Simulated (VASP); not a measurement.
A run of VASP 6.6.1 is set up as follows.

INCAR

```
SYSTEM = Si11O24
PREC = Accurate
ENCUT = 520
EDIFF = 1E-6
ISMEAR = 0
SIGMA = 0.01
LREAL = Auto
LASPH = .True.
NELM = 200
ALGO = Normal
ISIF = 2
LWAVE = .False.
LCHARG = .True.
ISPIN = 2
MAGMOM = 0 0 0 0 0 0 0 0 0 0 0 0.5 0 0 0 0 0 0.5 0 0 0 0 0 0 0 0.5 0 0 0 0 0 0.5 0 0 0
LORBIT = 11
GGA = PE
LVHAR = .True.
NBANDS = 121
GGA_COMPAT = .False.
KPAR = 2
NCORE = 2
```

Contents of KPOINTS:

```
Automatic mesh
0
Gamma
  2 2 2
  0.5 0.5 0.5
```

File POSCAR:

```
Si11O24
1.0
    2.5100214627      4.3474847016     -5.5094746217
    2.5100214627      4.3474847016      5.5094746217
    7.5300643882     -4.3474847015      0.0000000000
Si O
11 24
Direct
    0.0095301824      0.0095301824      0.5000000000
    0.2617405452      0.2617405452      0.0000000000
    0.5138013103      0.5138013103      0.5000000000
    0.0344673183      0.6979259513      0.2628804204
    0.2823448232      0.9527409887      0.7630018183
    0.5360486839      0.2054612721      0.2609530626
    0.7909117862      0.4543513119      0.7600708899
    0.9527409887      0.2823448232      0.2369981817
    0.2054612721      0.5360486839      0.7390469374
    0.4543513119      0.7909117862      0.2399291101
    0.6979259513      0.0344673183      0.7371195796
    0.7702468504      0.5757841693      0.9184563439
    0.0183085436      0.8117849231      0.4217145828
    0.2701810463      0.0640527352      0.9223205523
    0.5212893235      0.3182891196      0.4193263093
    0.2943665020      0.4195801130      0.8719679665
    0.5415483901      0.6760208360      0.3752851094
    0.7879488673      0.9064297700      0.8677265141
    0.0419999405      0.1646313205      0.3697092125
    0.9994342358      0.4545268306      0.7047255385
    0.2453848504      0.7106290817      0.2069441795
    0.4899596478      0.9634124288      0.7032057752
    0.7446397033      0.2084891691      0.2065802223
    0.0640527352      0.2701810463      0.0776794477
    0.3182891196      0.5212893235      0.5806736907
    0.5757841693      0.7702468504      0.0815436561
    0.8117849231      0.0183085436      0.5782854172
    0.9634124288      0.4899596478      0.2967942248
    0.2084891691      0.7446397033      0.7934197777
    0.4545268306      0.9994342358      0.2952744615
    0.7106290817      0.2453848504      0.7930558205
    0.9064297700      0.7879488673      0.1322734859
    0.1646313205      0.0419999405      0.6302907875
    0.4195801130      0.2943665020      0.1280320335
    0.6760208360      0.5415483901      0.6247148906
```

Potentials or basis: VASP PAW PBE potentials, release 64 (Si, O).

Command:

```bash
$ cat potpaw_PBE.64/Si/POTCAR potpaw_PBE.64/O/POTCAR > POTCAR
$ mpirun -np 4 vasp_std > vasp.out
```

(1) Estimate the largest force.

(2) What does it give for the band gap on the k mesh?

(3) Predict the pressure.

(4) What does it give for the site moments?

Results:

(1) 0.099 eV/Å.

(2) 0.46 eV.

(3) 0.4 GPa.

(4) Si -0.00, +0.00, -0.01 (each value once); O +0.72, +0.05, +0.00, +0.03, +0.74, +0.01, +0.02 (each value once) μB.

Caveat: the cell differs from its parent crystal (atoms taken out, then relaxed in part); semilocal functionals underestimate gaps, and a narrow one can read as zero.
